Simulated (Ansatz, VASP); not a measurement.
## NaH: VASP beside Ansatz

The input POSCAR:

```
NaH
1.0
    0.0000000000      2.3956482470      2.2557423894
    2.3956482470      0.0000000000      2.2557423894
    2.3956482470      2.3956482470      0.0000000000
Na H
1 1
Direct
    0.0000000000      0.0000000000      0.0000000000
    0.5000000000      0.5000000000      0.5000000000
```

INCAR.step1

```
PREC = Accurate
ENCUT = 520
ISMEAR = -1
SIGMA = 0.2
LREAL = F
LASPH = T
NELM = 60
NBANDS = 11
GGA = PE
ALGO = Normal
EDIFF = 1E-4
LWAVE = T
LCHARG = F
```

Contents of INCAR.step2:

```
PREC = Accurate
ENCUT = 520
EDIFF = 1E-7
ISMEAR = -1
SIGMA = 0.2
LREAL = F
LASPH = T
NELM = 60
ALGO = Normal
ISIF = 2
LWAVE = F
LCHARG = F
METAGGA = R2SCAN
LMIXTAU = T
NBANDS = 11
ISTART = 1
```

Contents of KPOINTS:

```
Automatic mesh
0
Gamma
  10 10 10
```

Input for Ansatz:

```yaml
crystal:
  lattice:
    - [0.0, 2.395648247, 2.2557423894]
    - [2.395648247, 0.0, 2.2557423894]
    - [2.395648247, 2.395648247, 0.0]
  atoms:
    - { symbol: Na, position: [0.0, 0.0, 0.0] }
    - { symbol: H, position: [0.5, 0.5, 0.5] }
basis:
  ecutwfc: 520.0
kpoints:
  mp_grid: { grid: [10, 10, 10] }
hamiltonian:
  xc: r2scan
scf:
  occupations: { method: fermi_dirac, width: 0.2 }
output:
  forces: true
  stress: true
  eigenvalues: true
```

Alike in both runs: task single point; functional r2SCAN; k mesh 10 × 10 × 10; occupations fermi-dirac, width 0.2 eV; no spin polarisation.

|  | VASP | Ansatz |
| --- | --- | --- |
| version | VASP 6.6.1 | Ansatz 0.2.0 |
| potentials or method | VASP PAW PBE potentials, release 64 (Na_pv, H), cutoff 520 eV | scalar-relativistic, plane waves, PAW |
| valence electrons in the cell | 8 | 10 |

VASP gave:

```
gap on the k mesh at the Fermi level (eV)                     : 4.49
least direct gap on the mesh (eV)                             : 5.40
pressure (GPa)                                                : 1.7
traceless stress, the component that is largest in VASP (GPa) : 2.14
```

Which values does Ansatz return?

gap on the k mesh at the Fermi level (eV): 4.48; least direct gap on the mesh (eV): 5.39; pressure (GPa): 1.9; traceless stress, the component that is largest in VASP (GPa): 2.05.

VASP's potentials were made for PBE, not for r2SCAN. The functional is the same, so the differences come from potentials, cutoffs and numerics. VASP's potentials hold 8 valence electrons a cell and Ansatz's 10, so a difference there can come from the potentials and not from the codes.
